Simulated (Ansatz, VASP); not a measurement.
# One calculation of BaTiO3, two programs

File INCAR:

```
SYSTEM = BaTiO3
PREC     = Accurate       ! precision mode
ENCUT    = 910            ! plane-wave cutoff, eV
EDIFF    = 1E-6           ! SCF threshold, eV
ISMEAR   = 0              ! smearing method
SIGMA    = 0.01           ! smearing width, eV
LREAL    = .False.        ! projectors in reciprocal space
LASPH    = .True.         ! aspherical terms in the spheres
NELM     = 120            ! most SCF steps
ALGO     = Normal         ! electronic algorithm
ISIF     = 2              ! what is computed and relaxed
LWAVE    = .False.        ! write WAVECAR
LCHARG   = .True.         ! write CHGCAR
GGA      = PE             ! functional
LELF     = .True.         ! ELF
LVHAR    = .True.       
NBANDS   = 28             ! bands
GGA_COMPAT= .False.
```

The input KPOINTS:

```
Automatic mesh
0
Gamma
  6 6 6
  0 0 0
```

The input POSCAR:

```
BaTiO3
1.0
    4.0192506705      0.0000000000      0.0000000000
    0.0000000000      4.0192506705      0.0000000000
    0.0000000000      0.0000000000      4.0192506705
Ba Ti O
1 1 3
Direct
    0.5000000000      0.5000000000      0.5000000000
    0.0000000000      0.0000000000      0.0000000000
    0.5000000000      0.0000000000      0.0000000000
    0.0000000000      0.5000000000      0.0000000000
    0.0000000000      0.0000000000      0.5000000000
```

Input for Ansatz:

```yaml
crystal:
  lattice:
    - [4.0192506705, 0.0, 0.0]
    - [0.0, 4.0192506705, 0.0]
    - [0.0, 0.0, 4.0192506705]
  atoms:
    - { symbol: Ba, position: [0.5, 0.5, 0.5] }
    - { symbol: Ti, position: [0.0, 0.0, 0.0] }
    - { symbol: O, position: [0.5, 0.0, 0.0] }
    - { symbol: O, position: [0.0, 0.5, 0.0] }
    - { symbol: O, position: [0.0, 0.0, 0.5] }
kpoints:
  mp_grid: { grid: [6, 6, 6] }
hamiltonian:
  xc: pbe
scf:
  occupations: { method: fixed }
  n_extra_bands: 5
output:
  forces: true
  stress: true
  eigenvalues: true
```

Alike in both runs: task single point; functional PBE; k mesh 6 × 6 × 6; no spin polarisation.

|  | VASP | Ansatz |
| --- | --- | --- |
| version | VASP 6.6.1 | Ansatz 0.2.0 |
| potentials or method | VASP PAW PBE potentials, release 64 (Ba_sv, Ti_sv, O_h) | plane waves, PAW |
| plane-wave cutoff (eV) | 910 | 420 |
| occupations | gaussian, width 0.01 eV | fixed |
| valence electrons in the cell | 40 | 40 |

```csv
,VASP,Ansatz,Ansatz less VASP
gap on the k mesh at the Fermi level (eV),1.72,1.78,+0.061
```

Spin-orbit coupling is off throughout. Noted on VASP's run: the cutoff is short for stress, so the pressure is rough.
